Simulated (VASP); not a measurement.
# Ca (P6_3/mmc) in VASP: notebook

Ca is run at these levels: PBE; tasks: single point.

All numbers are computed with VASP 6.6.1; they aren't measurements. Logs are shortened: lines on timing, memory, paths and dates and some standing lists are left out, and cuts for length are marked.

## Step 1: The cell of the first run

The structure is hexagonal, space group P6_3/mmc (No. 194). The conventional cell has a = 4.020 Å, b = 4.020 Å, c = 6.390 Å, α = 90.00°, β = 90.00°, γ = 120.00°. Ca (site symmetry -6m2) has 12 Ca at 3.95 to 4.02 Å within 5.2 Å.

This isn't the form of Ca at room conditions, which is fcc.

## Step 2: Single point, PBE (z stretched by -2 % at fixed volume)

The input, INCAR:

```
SYSTEM = Ca
PREC = Accurate
ENCUT = 520
EDIFF = 1E-6
ISMEAR = -1
SIGMA = 0.08
LREAL = .False.
LASPH = .True.
NELM = 80
ALGO = Normal
ISIF = 2
LWAVE = .False.
LCHARG = .False.
GGA = PE
NBANDS = 17
```

The input, KPOINTS:

```
Automatic mesh
0
Gamma
  11 11 6
  0 0 0
```

The input, POSCAR:

```
Ca
1.0
    4.0204066432      0.0000000000      0.0000000000
   -2.0102033216      3.4817742866      0.0000000000
    0.0000000000      0.0000000000      6.3896000000
Ca
2
Direct
    0.3333333333      0.6666666667      0.2500000000
    0.6666666667      0.3333333333      0.7500000000
```

Potentials or basis: VASP PAW PBE potentials, release 64 (Ca_sv).

On the command line:

```console
> cat potpaw_PBE.64/Ca_sv/POTCAR > POTCAR
> mpirun -np 1 vasp_std > vasp.out
```

OUTCAR:

```text
SYSTEM = Ca
   PREC = Accurate
   ENCUT = 520
   EDIFF = 1E-6
   ISMEAR = -1
   LREAL = .False.
   LASPH = .True.
   NELM = 80
   ISIF = 2
   GGA = PE

 ion  position               nearest neighbor table
   1  0.333  0.667  0.250-
   2  0.667  0.333  0.750-

  LATTYP: Found a hexagonal cell.
 ALAT       =     4.0204066432
 C/A-ratio  =     1.5892919714

  Lattice vectors:

 A1 = (   4.0204066432,   0.0000000000,   0.0000000000)
 A2 = (  -2.0102033216,   3.4817742866,   0.0000000000)
 A3 = (   0.0000000000,   0.0000000000,   6.3896000000)

Analysis of symmetry for initial positions (statically):
=====================================================================
 Subroutine PRICEL returns:
 Original cell was already a primitive cell.

 Routine SETGRP: Setting up the symmetry group for a
 hexagonal supercell.

 Subroutine GETGRP returns: Found 24 space group operations
 (whereof 12 operations were pure point group operations)
 out of a pool of 24 trial point group operations.

The static configuration has the point symmetry D_3d.
 The point group associated with its full space group is D_6h.

Analysis of symmetry for dynamics (positions and initial velocities):
=====================================================================
 Subroutine PRICEL returns:
 Original cell was already a primitive cell.

 Routine SETGRP: Setting up the symmetry group for a
 hexagonal supercell.

 Subroutine GETGRP returns: Found 24 space group operations
 (whereof 12 operations were pure point group operations)
 out of a pool of 24 trial point group operations.

The dynamic configuration has the point symmetry D_3d.
 The point group associated with its full space group is D_6h.

 Subroutine INISYM returns: Found 24 space group operations
 (whereof 12 operations are pure point group operations),
 and found     1 'primitive' translations

----------------------------------------------------------------------------------------

                                     Primitive cell

  volume of cell :      89.4426

  direct lattice vectors                    reciprocal lattice vectors
     4.020406643  0.000000000  0.000000000     0.248731059  0.143604944  0.000000000
    -2.010203322  3.481774287  0.000000000     0.000000000  0.287209887  0.000000000
     0.000000000  0.000000000  6.389600000     0.000000000  0.000000000  0.156504320

  length of vectors
     4.020406643  4.020406643  6.389600000     0.287209887  0.287209887  0.156504320

  position of ions in fractional coordinates (direct lattice)
     0.333333333  0.666666667  0.250000000
     0.666666667  0.333333333  0.750000000

  ion indices of the primitive-cell ions
   primitive index   ion index
                 1           1
                 2           2

----------------------------------------------------------------------------------------

 KPOINTS: Automatic mesh

Automatic generation of k-mesh.
 Grid dimensions read from file:
 generate k-points for:   11   11    6

 Generating k-lattice:

  Cartesian coordinates                     Fractional coordinates (reciprocal lattice)
     0.022611914  0.013054995  0.000000000     0.090909091  0.000000000  0.000000000
     0.000000000  0.026109990  0.000000000     0.000000000  0.090909091  0.000000000
     0.000000000  0.000000000  0.026084053     0.000000000  0.000000000  0.166666667

  Length of vectors
     0.026109990  0.026109990  0.026084053

  Shift w.r.t. Gamma in fractional coordinates (k-lattice)
     0.000000000  0.000000000  0.000000000

 Subroutine IBZKPT returns following result:
 ===========================================

 Found     64 irreducible k-points:

 Following reciprocal coordinates:
            Coordinates               Weight
  0.000000  0.000000  0.000000      1.000000
  0.090909 -0.000000  0.000000      6.000000
  0.181818 -0.000000  0.000000      6.000000
  0.272727 -0.000000  0.000000      6.000000
  0.363636 -0.000000  0.000000      6.000000
  0.454545 -0.000000  0.000000      6.000000
[... 16 lines left out ...]
  0.090909  0.090909  0.166667     12.000000
  0.181818  0.090909  0.166667     24.000000
 [... further k-points ...]
   k-points           NKPTS =     64   k-points in BZ     NKDIM =     64   number of bands    NBANDS=     17
   number of dos      NEDOS =    301   number of ions     NIONS =      2
   total plane-waves  NPLWV =  43200
   dimension x,y,z NGX =    30 NGY =   30 NGZ =   48
   dimension x,y,z NGXF=    60 NGYF=   60 NGZF=   96
   ions per type =               2
   NGX,Y,Z   is equivalent  to a cutoff of  12.41, 12.41, 12.49 a.u.
   NGXF,Y,Z  is equivalent  to a cutoff of  24.81, 24.81, 24.98 a.u.
 SYSTEM =  Ca
   PREC   = accura    normal or accurate (medium, high low for compatibility)
   ISTART =      0    job   : 0-new  1-cont  2-samecut
   ICHARG =      2    charge: 1-file 2-atom 10-const
   ISPIN  =      1    spin polarized calculation?
   LNONCOLLINEAR =      F non collinear calculations
   LSORBIT =      F    spin-orbit coupling
   LASPH  =      T    aspherical Exc in radial PAW
   ENCUT  =  520.0 eV  38.22 Ry    6.18 a.u.   7.48  7.48 11.88*2*pi/ulx,y,z
   NELM   =     80;   NELMIN=  2; NELMDL= -5     # of ELM steps
   EDIFF  = 0.1E-05   stopping-criterion for ELM
   LREAL  =      F    real-space projection
   EDIFFG = 0.1E-04   stopping-criterion for IOM
   NSW    =      0    number of steps for IOM
   IBRION =     -1    ionic relax: 0-MD 1-quasi-New 2-CG
   NFREE  =      0    steps in history (QN), initial steepest desc. (CG)
   ISIF   =      2    stress and relaxation
   ISYM   =      2    0-nonsym 1-usesym 2-fastsym
   POTIM  = 0.5000    time-step for ionic-motion
   TEBEG  =    0.0;   TEEND  =   0.0 temperature during run
   PSTRESS=    0.0 pullay stress
   NELECT =      20.0000    total number of electrons
   NUPDOWN=      -1.0000    fix difference up-down
   EMIN   =  10.00;   EMAX   =-10.00  energy-range for DOS
   EFERMI =   0.00;   METHOD = LEGACY
   ISMEAR =    -1;   SIGMA  =   0.08  broadening in eV -4-tet -1-fermi 0-gaus
   EFERMI_NEDOS =   21; number of points for ismear=-14 and -15
   IALGO  =     38    algorithm
   IMIX   =      4    mixing-type and parameters
     AMIX     =   0.40;   BMIX     =  1.00
     AMIX_MAG =   1.60;   BMIX_MAG =  1.00
  volume/ion in A,a.u.               =      44.72       301.79
  Fermi-wavevector in a.u.,A,eV,Ry     =   0.993658  1.877741 13.433785  0.987355
  Thomas-Fermi vector in A             =   2.125555
   LORBIT       =      0    0 simple, 1 ext, 2 COOP (PROOUT), +10 PAW based schemes
   GGA     = PE    functional components
   LHFCALC =     F    Hartree Fock is set to
   AEXX    =    0.0000 exact exchange contribution
   IVDW    =     0    specifies the selected vdW correction
   LEPSILON=     F    determine dielectric tensor
   LRPA    =     F    only Hartree local field effects (RPA)
 non-spin polarized calculation
  energy-cutoff  :      520.00
  volume of cell :       89.44
 maximum number of plane-waves:      2432
 NGX is ok and might be reduce to    30
   NGX = 15   NGY = 15   NGZ = 23

 number of electron      20.0000002 magnetization

 Free energy of the ion-electron system (eV)
  ---------------------------------------------------
  ext. energy  EPLUGINS =         0.00000000
  ---------------------------------------------------
  free energy    TOTEN  =        -3.86259525 eV

  energy without entropy =       -3.80704060  energy(sigma->0) =       -3.83481792

 E-fermi :   1.7777     XC(G=0):  -7.5571

 val. band max:        1.7553340754   @ k =   0.1818   0.0909   0.0000
 cond. band min:       1.7883534775   @ k =   0.2727  -0.0000   0.0000
 fundamental gap:      0.0330194021
 Fermi energy:         1.7776543818

 k-point     1 :       0.0000    0.0000    0.0000
  band No.  band energies     occupation
      1     -40.4017      2.00000
      2     -40.3901      2.00000
      3     -21.4400      2.00000
      4     -21.3458      2.00000
      5     -21.3458      2.00000
      6     -21.3274      2.00000
[... 9 lines left out ...]
     16       4.2808      0.00000
     17       4.5620      0.00000

 k-point     2 :       0.0909   -0.0000    0.0000
  band No.  band energies     occupation
      1     -40.4010      2.00000
      2     -40.3898      2.00000
      3     -21.4371      2.00000
      4     -21.3517      2.00000
      5     -21.3478      2.00000
      6     -21.3337      2.00000
[... 9 lines left out ...]
     16       4.3635      0.00000
     17       4.4517      0.00000

 k-point     3 :       0.1818   -0.0000    0.0000
  band No.  band energies     occupation
      1     -40.3991      2.00000
      2     -40.3891      2.00000
      3     -21.4287      2.00000
      4     -21.3679      2.00000
      5     -21.3531      2.00000
      6     -21.3504      2.00000
[... 9 lines left out ...]
     16       4.2913      0.00000
     17       4.4748      0.00000

 k-point     4 :       0.2727   -0.0000    0.0000
  band No.  band energies     occupation
      1     -40.3965      2.00000
      2     -40.3884      2.00000
      3     -21.4163      2.00000
      4     -21.3894      2.00000
      5     -21.3718      2.00000
      6     -21.3599      2.00000
[... 9 lines left out ...]
     16       4.6801      0.00000
     17       4.7563      0.00000
[... 343 lines left out ...]
      1     -40.3918      2.00000
      2     -40.3882      2.00000
      3     -21.4269      2.00000
      4     -21.4086      2.00000
      5     -21.3815      2.00000
      6     -21.3675      2.00000
[... 9 lines left out ...]
     16       5.3843      0.00000
     17       5.5555      0.00000

 k-point    23 :       0.0909    0.0909    0.1667
  band No.  band energies     occupation
      1     -40.3990      2.00000
      2     -40.3900      2.00000
      3     -21.4253      2.00000
      4     -21.3595      2.00000
      5     -21.3541      2.00000
      6     -21.3464      2.00000
[... 9 lines left out ...]
     16       4.3682      0.00000
     17       4.5664      0.00000

 k-point    24 :       0.1818    0.0909    0.1667
  band No.  band energies     occupation
      1     -40.3969      2.00000
      2     -40.3892      2.00000
      3     -21.4182      2.00000
      4     -21.3754      2.00000
      5     -21.3705      2.00000
      6     -21.3550      2.00000
[... 9 lines left out ...]
     16       4.5274      0.00000
     17       4.6862      0.00000

 [... further k-points ...]
[... 5 lines left out ...]
  --------------------------------------------------------------------------------------
  -------------------------------------------------------------------------------------
  Total       -0.6068365     -0.6068365     -0.1047463      0.0000000      0.0000000      0.0000000
  in kB      -10.8702123    -10.8702123     -1.8763120      0.0000000      0.0000000      0.0000000
  external PRESSURE =      -7.8722455 kB  Pullay stress =       0.0000000 kB

 VOLUME and BASIS-vectors are now :
 -----------------------------------------------------------------------------
  energy-cutoff  :      520.00
  volume of cell :       89.44
      direct lattice vectors                 reciprocal lattice vectors
     4.020406643  0.000000000  0.000000000     0.248731059  0.143604944  0.000000000
    -2.010203322  3.481774287  0.000000000     0.000000000  0.287209887  0.000000000
     0.000000000  0.000000000  6.389600000     0.000000000  0.000000000  0.156504320

 POSITION                                       TOTAL-FORCE (eV/Angst)
 -----------------------------------------------------------------------------------
     -0.00000      2.32118      1.59740        -0.000000      0.000000     -0.000000
      2.01020      1.16059      4.79220         0.000000     -0.000000      0.000000
 -----------------------------------------------------------------------------------
    total drift:                               -0.000000      0.000000     -0.000000

  FREE ENERGIE OF THE ION-ELECTRON SYSTEM (eV)
  ---------------------------------------------------
  free  energy   TOTEN  =        -3.8625952495 eV

  energy  without entropy=       -3.8070405975  energy(sigma->0) =       -3.83481792
```

Wall time 48 s (1 thread of Intel Xeon Platinum 8488C (Sapphire Rapids), shared host); peak memory 0.24 GiB.

What came out:

```
Free energy            : -3.8626 eV
Pressure               : -0.8 GPa
Band gap on the k mesh : zero (bands 10 and 11 overlap by 0.37 eV)
```

Stress tensor (GPa, compression positive):
```
-1.09  0.00  0.00
 0.00 -1.09  0.00
 0.00  0.00 -0.19
```

## Step 3: Single point, PBE (z stretched by +1.5 % at fixed volume)

The input, INCAR:

```
SYSTEM = Ca
PREC = Accurate
ENCUT = 520
EDIFF = 1E-6
ISMEAR = -1
SIGMA = 0.08
LREAL = .False.
LASPH = .True.
NELM = 100
ALGO = Normal
ISIF = 2
LWAVE = .False.
LCHARG = .True.
GGA = PE
LELF = .True.
LVHAR = .True.
NBANDS = 17
```

The input, KPOINTS:

```
regular mesh
0
Gamma
  11 11 6
  0 0 0
```

The input, POSCAR:

```
Ca
1.0
    3.9504811935      0.0000000000      0.0000000000
   -1.9752405967      3.4212170707      0.0000000000
    0.0000000000      0.0000000000      6.6178000000
Ca
2
Direct
    0.3333333333      0.6666666667      0.2500000000
    0.6666666667      0.3333333333      0.7500000000
```

Potentials or basis: VASP PAW PBE potentials, release 64 (Ca_sv).

On the command line:

```console
> cat potpaw_PBE.64/Ca_sv/POTCAR > POTCAR
> mpirun -np 1 vasp_std > vasp.out
```

OUTCAR:

```text
SYSTEM = Ca
   PREC = Accurate
   ENCUT = 520
   EDIFF = 1E-6
   ISMEAR = -1
   LREAL = .False.
   LASPH = .True.
   NELM = 100
   ISIF = 2
   GGA = PE

 ion  position               nearest neighbor table
   1  0.333  0.667  0.250-
   2  0.667  0.333  0.750-

  LATTYP: Found a hexagonal cell.
 ALAT       =     3.9504811935
 C/A-ratio  =     1.6751883317

  Lattice vectors:

 A1 = (   3.9504811935,   0.0000000000,   0.0000000000)
 A2 = (  -1.9752405967,   3.4212170707,   0.0000000000)
 A3 = (   0.0000000000,   0.0000000000,   6.6178000000)

Analysis of symmetry for initial positions (statically):
=====================================================================
 Subroutine PRICEL returns:
 Original cell was already a primitive cell.

 Routine SETGRP: Setting up the symmetry group for a
 hexagonal supercell.

 Subroutine GETGRP returns: Found 24 space group operations
 (whereof 12 operations were pure point group operations)
 out of a pool of 24 trial point group operations.
[... 153 lines left out ...]
   NGX = 15   NGY = 15   NGZ = 25

 number of electron      19.9999994 magnetization

 Free energy of the ion-electron system (eV)
  ---------------------------------------------------
  ext. energy  EPLUGINS =         0.00000000
  ---------------------------------------------------
  free energy    TOTEN  =        -3.86568951 eV

  energy without entropy =       -3.81534857  energy(sigma->0) =       -3.84051904

 E-fermi :   1.7739     XC(G=0):  -7.5573

 val. band max:        1.7618711428   @ k =   0.2727   0.0909   0.0000
 cond. band min:       1.7893358035   @ k =   0.3636   0.2727   0.5000
 fundamental gap:      0.0274646607
 Fermi energy:         1.7738643724

 k-point     1 :       0.0000    0.0000    0.0000
  band No.  band energies     occupation
      1     -40.4041      2.00000
      2     -40.3950      2.00000
      3     -21.4276      2.00000
      4     -21.3428      2.00000
      5     -21.3428      2.00000
      6     -21.3294      2.00000
[... 457 lines left out ...]
      4     -21.3801      2.00000
      5     -21.3763      2.00000
      6     -21.3547      2.00000
[... 9 lines left out ...]
     16       4.4984      0.00000
     17       4.7484      0.00000

 [... further k-points ...]
[... 5 lines left out ...]
  --------------------------------------------------------------------------------------
  -------------------------------------------------------------------------------------
  Total       -0.3430055     -0.3430055     -0.7137756     -0.0000000     -0.0000000      0.0000000
  in kB       -6.1442289     -6.1442289    -12.7858025     -0.0000000     -0.0000000      0.0000000
  external PRESSURE =      -8.3580868 kB  Pullay stress =       0.0000000 kB

 VOLUME and BASIS-vectors are now :
 -----------------------------------------------------------------------------
  energy-cutoff  :      520.00
  volume of cell :       89.44
      direct lattice vectors                 reciprocal lattice vectors
     3.950481193  0.000000000  0.000000000     0.253133720  0.146146821  0.000000000
    -1.975240597  3.421217071  0.000000000     0.000000000  0.292293643  0.000000000
     0.000000000  0.000000000  6.617800000     0.000000000  0.000000000  0.151107619

 POSITION                                       TOTAL-FORCE (eV/Angst)
 -----------------------------------------------------------------------------------
     -0.00000      2.28081      1.65445        -0.000000      0.000000      0.000000
      1.97524      1.14041      4.96335         0.000000     -0.000000     -0.000000
 -----------------------------------------------------------------------------------
    total drift:                               -0.000000      0.000000     -0.000000

  FREE ENERGIE OF THE ION-ELECTRON SYSTEM (eV)
  ---------------------------------------------------
  free  energy   TOTEN  =        -3.8656895072 eV

  energy  without entropy=       -3.8153485749  energy(sigma->0) =       -3.84051904
```

OSZICAR:

```text
N       E                     dE             d eps       ncg     rms          rms(c)
DAV:   1     0.169157757234E+03    0.16916E+03   -0.10147E+04  2176   0.106E+03
DAV:   2     0.529799486694E+01   -0.16386E+03   -0.16186E+03  2448   0.311E+02
DAV:   3    -0.354664696870E+01   -0.88446E+01   -0.87945E+01  4178   0.527E+01
DAV:   4    -0.386472927660E+01   -0.31808E+00   -0.31733E+00  2833   0.103E+01
DAV:   5    -0.387925023862E+01   -0.14521E-01   -0.14518E-01  3690   0.147E+00    0.314E+00
DAV:   6    -0.386807295307E+01    0.11177E-01   -0.25693E-02  2822   0.149E+00    0.191E+00
DAV:   7    -0.386645635286E+01    0.16166E-02   -0.34947E-02  2745   0.194E+00    0.133E-01
DAV:   8    -0.386564804275E+01    0.80831E-03   -0.36022E-03  2837   0.504E-01    0.239E-02
DAV:   9    -0.386568682757E+01   -0.38785E-04   -0.29804E-04  4006   0.766E-02    0.166E-02
DAV:  10    -0.386569188331E+01   -0.50557E-05   -0.43650E-05  2836   0.577E-02    0.862E-03
DAV:  11    -0.386568949909E+01    0.23842E-05   -0.35197E-06  2862   0.185E-02    0.354E-03
DAV:  12    -0.386568950720E+01   -0.81163E-08   -0.23679E-07  2256   0.376E-03
   1 F= -.38656895E+01 E0= -.38405190E+01  d E =-.503409E-01
```

It took 55 s on 1 thread of Intel Xeon Platinum 8488C (Sapphire Rapids), shared host; peak memory 0.24 GiB.

What came out:

- Free energy: -3.8657 eV
- Pressure: -0.8 GPa
- Band gap on the k mesh: zero (bands 10 and 11 overlap by 0.55 eV)

Levels at points of the mesh, in eV from the Fermi level:
| k point | band 6 | band 7 | band 8 | band 9 | band 10 | band 11 | band 12 | band 13 | band 14 | band 15 |
| --- | --- | --- | --- | --- | --- | --- | --- | --- | --- | --- |
| (0.00, 0.00, 0.00) | -23.10 | -23.10 | -23.10 | -3.96 | -1.10 | -0.33 | 2.11 | 2.23 | 2.23 | 2.50 |
| (0.00, 0.00, 0.50) | -23.11 | -23.11 | -23.11 | -3.02 | -3.02 | 1.28 | 1.28 | 2.23 | 2.23 | 2.23 |
